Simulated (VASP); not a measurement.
# Ti8HO16 (a cell with a defect) in VASP: single point with PBEsol

Aim: the single point of Ti8HO16 (a cell with a defect) with PBEsol.

Everything below comes from runs of VASP 6.6.1. Logs are shortened: lines on timing, memory, paths and dates and some standing lists are left out, and cuts for length are marked.

### Step 1. The cell of the first run

The cell holds a defect, 25 atoms: a = 6.493 Å, b = 6.493 Å, c = 7.459 Å, α = 115.80°, β = 115.80°, γ = 90.00°.

### Step 2. Single point, PBEsol

File INCAR:

```
SYSTEM = Ti8HO16
  PREC = Accurate
  ENCUT = 520
  EDIFF = 1E-6
  ISMEAR = 0
  SIGMA = 0.02
  LREAL = Auto
  LASPH = .TRUE.
  NELM = 60
  ALGO = Normal
  ISIF = 2
  LWAVE = .FALSE.
  LCHARG = .FALSE.
  GGA = PS
  NELECT = 192.0
  NBANDS = 114
```

File KPOINTS:

```
Automatic mesh
0
G
  3 3 3
  0 0 0
```

File POSCAR:

```
Ti8HO16
1.0
   -4.5912433367      4.5912433367      0.0000000000
    4.5912433367      4.5912433367      0.0000000000
    0.0000000000     -4.5912433367     -5.8780269696
Ti O H
8 16 1
Direct
    0.2284100191      0.7428950565      0.4942913694
    1.0215899056      0.5071048682      1.0057085533
    0.7658823788      0.2513942921      0.4942915395
    0.4841176309     -0.0013942090      1.0057085533
    0.1250000219      0.1250000219      0.2500000438
    0.8487476258      0.8622825216      0.7499996211
    0.6249999852      0.6249999852      0.2500000438
    0.4012522989      0.3877174031      0.7500003016
    0.1125723897      0.8200972934      0.2504908548
    0.8600226285      0.5638814963      0.7499999613
    0.6120816271      0.3196068220      0.2495094030
    0.3131439693      0.0836479651      0.7499999613
    0.6991210827      0.4826487837     -0.0012558636
    0.4503762644      0.2339048367      0.5012559512
    0.1930615691     -0.0191099341      0.0023917890
    0.9406693278      0.7284986959      0.4976084688
    0.3093307516      0.5215013835      0.0023916188
    0.0569384748      0.2691099779      0.4976082987
    0.7996238150      0.0160950982     -0.0012558636
    0.5508789117      0.7673512106      0.5012557811
    0.1374274602      0.4299027009      0.2495090627
    0.9368560404      0.1663521179      0.7500001315
    0.6379184523      0.9303932574      0.2504906846
    0.3899772962      0.6861184284      0.7499999613
    0.1249999446      0.1249999446      0.7499999613
```

Potentials or basis: VASP PAW PBE potentials, release 64 (Ti_sv, O, H).

On the command line:

```sh
$ cat potpaw_PBE.64/Ti_sv/POTCAR potpaw_PBE.64/O/POTCAR potpaw_PBE.64/H/POTCAR > POTCAR
$ mpirun -np 1 vasp_std > vasp.out
```

OUTCAR:

```text
SYSTEM = Ti8HO16
   PREC = Accurate
   ENCUT = 520
   EDIFF = 1E-6
   ISMEAR = 0
   LREAL = Auto
   LASPH = .TRUE.
   NELM = 60
   ISIF = 2
   GGA = PS
   NELECT = 192.0

 ion  position               nearest neighbor table
   1  0.228  0.743  0.494-  16 1.88  21 1.91   9 1.93  24 1.94  12 2.06  20 2.08   2 2.88
   2  0.022  0.507  0.006-  17 1.88   9 1.91  21 1.93  10 1.94  22 2.06  13 2.08   1 2.88
   3  0.766  0.251  0.494-  18 1.88  11 1.91  23 1.93  10 1.94  22 2.06  14 2.08   4 2.88
   4  0.484  0.999  0.006-  15 1.88  23 1.91  11 1.93  24 1.94  12 2.06  19 2.08   3 2.88
   5  0.125  0.125  0.250-  15 1.92  18 1.92  19 1.97  14 1.97   9 1.98  21 1.98
   6  0.849  0.862  0.750-  20 1.86  19 1.86  10 1.94  16 2.05  15 2.05  22 2.06
   7  0.625  0.625  0.250-  17 1.92  16 1.92  20 1.97  13 1.97  11 1.98  23 1.98
   8  0.401  0.388  0.750-  14 1.86  13 1.86  24 1.94  17 2.05  18 2.05  12 2.06
   9  0.113  0.820  0.250-   2 1.91   1 1.93   5 1.98
  10  0.860  0.564  0.750-   2 1.94   3 1.94   6 1.94
  11  0.612  0.320  0.250-   3 1.91   4 1.93   7 1.98
  12  0.313  0.084  0.750-  25 1.25   8 2.06   4 2.06   1 2.06
  13  0.699  0.483  0.999-   8 1.86   7 1.97   2 2.08
  14  0.450  0.234  0.501-   8 1.86   5 1.97   3 2.08
  15  0.193  0.981  0.002-   4 1.88   5 1.92   6 2.05
  16  0.941  0.728  0.498-   1 1.88   7 1.92   6 2.05
  17  0.309  0.522  0.002-   2 1.88   7 1.92   8 2.05
  18  0.057  0.269  0.498-   3 1.88   5 1.92   8 2.05
  19  0.800  0.016  0.999-   6 1.86   5 1.97   4 2.08
  20  0.551  0.767  0.501-   6 1.86   7 1.97   1 2.08
  21  0.137  0.430  0.250-   1 1.91   2 1.93   5 1.98
  22  0.937  0.166  0.750-  25 1.25   6 2.06   3 2.06   2 2.06
  23  0.638  0.930  0.250-   4 1.91   3 1.93   7 1.98
  24  0.390  0.686  0.750-   1 1.94   4 1.94   8 1.94
  25  0.125  0.125  0.750-  22 1.25  12 1.25

  LATTYP: Found a body centered tetragonal cell.
 ALAT       =     6.4929985949
 C/A-ratio  =     1.8105739232

  Lattice vectors:

 A1 = (  -4.5912433367,   0.0000000000,   5.8780269696)
 A2 = (   4.5912433367,   0.0000000000,   5.8780269696)
 A3 = (   0.0000000000,   4.5912433367,  -5.8780269696)

Analysis of symmetry for initial positions (statically):
=====================================================================
 Subroutine PRICEL returns:
 Original cell was already a primitive cell.

 Routine SETGRP: Setting up the symmetry group for a
 body centered tetragonal supercell.

 Subroutine GETGRP returns: Found  4 space group operations
 (whereof  1 operations were pure point group operations)
 out of a pool of 16 trial point group operations.

[... 153 lines left out ...]
   ISIF   =      2    stress and relaxation
   ISYM   =      2    0-nonsym 1-usesym 2-fastsym
   POTIM  = 0.5000    time-step for ionic-motion
   TEBEG  =    0.0;   TEEND  =   0.0 temperature during run
   PSTRESS=    0.0 pullay stress
   NELECT =     192.0000    total number of electrons
   NUPDOWN=      -1.0000    fix difference up-down
   EMIN   =  10.00;   EMAX   =-10.00  energy-range for DOS
   EFERMI =   0.00;   METHOD = LEGACY
   ISMEAR =     0;   SIGMA  =   0.02  broadening in eV -4-tet -1-fermi 0-gaus
   EFERMI_NEDOS =   21; number of points for ismear=-14 and -15
   IALGO  =     38    algorithm
   IMIX   =      4    mixing-type and parameters
     AMIX     =   0.40;   BMIX     =  1.00
     AMIX_MAG =   1.60;   BMIX_MAG =  1.00
  volume/ion in A,a.u.               =       9.91        66.89
  Fermi-wavevector in a.u.,A,eV,Ry     =   1.503608  2.841406 30.760538  2.260836
  Thomas-Fermi vector in A             =   2.614696
   LORBIT       =      0    0 simple, 1 ext, 2 COOP (PROOUT), +10 PAW based schemes
   GGA     = PS    functional components
   LHFCALC =     F    Hartree Fock is set to
   AEXX    =    0.0000 exact exchange contribution
   IVDW    =     0    specifies the selected vdW correction
   LEPSILON=     F    determine dielectric tensor
   LRPA    =     F    only Hartree local field effects (RPA)
 non-spin polarized calculation
 Gauss-broadening in eV      SIGMA  =   0.02
  energy-cutoff  :      520.00
  volume of cell :      247.81
 maximum number of plane-waves:      6691
   NGX = 25   NGY = 25   NGZ = 27

 number of electron     191.9999992 magnetization

 Free energy of the ion-electron system (eV)
  ---------------------------------------------------
  ext. energy  EPLUGINS =         0.00000000
  ---------------------------------------------------
  free energy    TOTEN  =      -234.17203478 eV

  energy without entropy =     -234.17203478  energy(sigma->0) =     -234.17203478

 E-fermi :   4.7173     XC(G=0): -11.7479

 val. band max:        4.5676624855   @ k =   0.0000   0.0000   0.0000
 cond. band min:       6.8021469420   @ k =   0.0000   0.0000   0.0000
 fundamental gap:      2.2344844566
 Fermi energy:         4.7173291217

 k-point     1 :       0.0000    0.0000    0.0000
  band No.  band energies     occupation
      1     -51.7481      2.00000
      2     -51.7363      2.00000
      3     -51.7322      2.00000
      4     -51.7242      2.00000
      5     -51.7126      2.00000
      6     -51.6960      2.00000
[... 1099 lines left out ...]
    107       7.8412      0.00000
    108       7.8667      0.00000
 [bands above 108 left out]

------------------------ aborting loop because EDIFF is reached ----------------------------------------

  FORCE on cell =-STRESS in cart. coord.  units (eV):
  Direction    XX          YY          ZZ          XY          YZ          ZX
  --------------------------------------------------------------------------------------
  -------------------------------------------------------------------------------------
  Total      -15.0874431     -6.0610812     -5.1935859      1.3883395      0.0000000      0.0000000
  in kB      -97.5447805    -39.1866820    -33.5780684      8.9760256      0.0000000      0.0000000
  external PRESSURE =     -56.7698436 kB  Pullay stress =       0.0000000 kB

 VOLUME and BASIS-vectors are now :
 -----------------------------------------------------------------------------
  energy-cutoff  :      520.00
  volume of cell :      247.81
      direct lattice vectors                 reciprocal lattice vectors
    -4.591243337  4.591243337  0.000000000    -0.108902962  0.108902962 -0.085062556
     4.591243337  4.591243337  0.000000000     0.108902962  0.108902962 -0.085062556
     0.000000000 -4.591243337 -5.878026970     0.000000000  0.000000000 -0.170125113

 POSITION                                       TOTAL-FORCE (eV/Angst)
 -----------------------------------------------------------------------------------
      2.36213      2.19009     -2.90546        -0.014203      0.029519     -0.041919
      2.22912      2.40116     -0.03356         0.014203     -0.029519      0.041919
     -2.36214      2.40115     -2.90546         0.014203     -0.029519     -0.041919
      2.36214      6.78133     -0.03356        -0.014203      0.029519      0.041919
      0.00000      0.00000     -1.46951         0.000000      0.000000     -0.000000
      0.06214      4.41233     -4.40852        -0.036796      0.053699     -0.000000
[... 17 lines left out ...]
      1.35966      1.49719     -4.40852        -0.009582      0.000915     -0.000000
      0.00000     -2.29562     -4.40852         0.000000      0.000000     -0.000000
 -----------------------------------------------------------------------------------
    total drift:                                0.000105      0.009979      0.008587

  FREE ENERGIE OF THE ION-ELECTRON SYSTEM (eV)
  ---------------------------------------------------
  free  energy   TOTEN  =      -234.1720347823 eV

  energy  without entropy=     -234.1720347823  energy(sigma->0) =     -234.17203478
```

Run time: 20 min. Hardware: 1 thread of Oxide Virtual Turin-like, shared host; peak memory 0.41 GiB.

What came out:

```
Free energy   : -234.1720 eV
Largest force : 0.072 eV/Å
```

Forces on the atoms (eV/Å):
```
Ti  -0.014  0.030 -0.042
Ti   0.014 -0.030  0.042
Ti   0.014 -0.030 -0.042
Ti  -0.014  0.030  0.042
Ti   0.000  0.000  0.000
Ti  -0.037  0.054  0.000
Ti   0.000  0.000  0.000
Ti   0.037 -0.054  0.000
O    0.027  0.026 -0.006
O    0.010 -0.001  0.000
O    0.027  0.026  0.006
O    0.001  0.002  0.000
O   -0.050  0.040 -0.033
O   -0.050  0.040  0.033
O    0.004 -0.007  0.022
O    0.004 -0.007 -0.022
O   -0.004  0.007  0.022
O   -0.004  0.007 -0.022
O    0.050 -0.040 -0.033
O    0.050 -0.040  0.033
O   -0.027 -0.026  0.006
O   -0.001 -0.002  0.000
O   -0.027 -0.026 -0.006
O   -0.010  0.001  0.000
H    0.000  0.000  0.000
```

Caveat: the cell carries a net charge on a neutralising background, which shifts energy and pressure; the cell is charged against a uniform background, so pressure and absolute levels hang on convention; the PAW data sets were made with another functional, which shifts forces and pressure a little.
